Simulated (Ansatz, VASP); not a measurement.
## Gd in VASP and in Ansatz

The input INCAR:

```
SYSTEM = Gd
  PREC = Accurate
  ENCUT = 520
  EDIFF = 1E-6
  ISMEAR = -1
  SIGMA = 0.05
  LREAL = .False.
  LASPH = .True.
  NELM = 150
  ALGO = Normal
  ISIF = 2
  LWAVE = .False.
  LCHARG = .False.
  ISPIN = 2
  MAGMOM = 7
  LORBIT = 11
  LMAXMIX = 6
  GGA = PE
  NBANDS = 19
```

KPOINTS

```
regular mesh
0
Gamma
  13 13 13
  0 0 0
```

File POSCAR:

```
Gd
1.0
    0.0000000000      1.8741845343      1.8741845343
    1.8741845343      0.0000000000      1.8741845343
    1.8741845343      1.8741845343      0.0000000000
Gd
1
Direct
    0.0000000000      0.0000000000      0.0000000000
```

Input for Ansatz:

```yaml
crystal:
  lattice:
    - [0.0, 1.8741845343, 1.8741845343]
    - [1.8741845343, 0.0, 1.8741845343]
    - [1.8741845343, 1.8741845343, 0.0]
  atoms:
    - { symbol: Gd, position: [0.0, 0.0, 0.0], spin: 7.0 }
magnetization:
  spin_polarized: true
kpoints:
  mp_grid: { grid: [13, 13, 13] }
  band_path:
    path:
      - [0.0, 0.0, 0.0]
      - [0.5, 0.0, 0.5]
      - [0.625, 0.25, 0.625]
      - [0.375, 0.375, 0.75]
      - [0.0, 0.0, 0.0]
      - [0.5, 0.5, 0.5]
      - [0.5, 0.25, 0.75]
      - [0.5, 0.0, 0.5]
    npoints: 8
scf:
  occupations: { method: fermi_dirac, width: 0.05 }
hamiltonian:
  xc: pbe
  pseudopotentials: { kind: all_electron, lapw: { basis_error: 0.001 } }
output:
  forces: true
  stress: true
  eigenvalues: true
  populations: true
  dos: { projected: true, de: 0.2, e_range: [-14, 8] }
```

Change from the starting cell: volume scaled by 0.4, LAPW.

Alike in both runs: task single point; functional PBE; k mesh 13 × 13 × 13; occupations fermi-dirac, width 0.05 eV; collinear spin.

|  | VASP | Ansatz |
| --- | --- | --- |
| version | VASP 6.6.1 | Ansatz 0.2.0 |
| potentials or method | VASP PAW PBE potentials, release 64 (Gd), cutoff 520 eV | all-electron LAPW, scalar-relativistic |

|  | VASP | Ansatz | Ansatz less VASP |
| --- | --- | --- | --- |
| pressure (GPa) | 136.3 | 133.5 | -2.86 |
| net moment per atom (μB) | 6.46 | 6.45 | -0.011 |
| size of the moment on the site where the two differ most (μB) | 6.31 | 6.45 | +0.137 |

Site moments also hang on the region over which each program counts them. Both programs put the cell under a high pressure, so it lies far from rest at this level. Ansatz ran all-electron here, and VASP with PAW potentials.

Spin-orbit coupling is off throughout. Noted on VASP's run: the cell as given lies far from equilibrium.
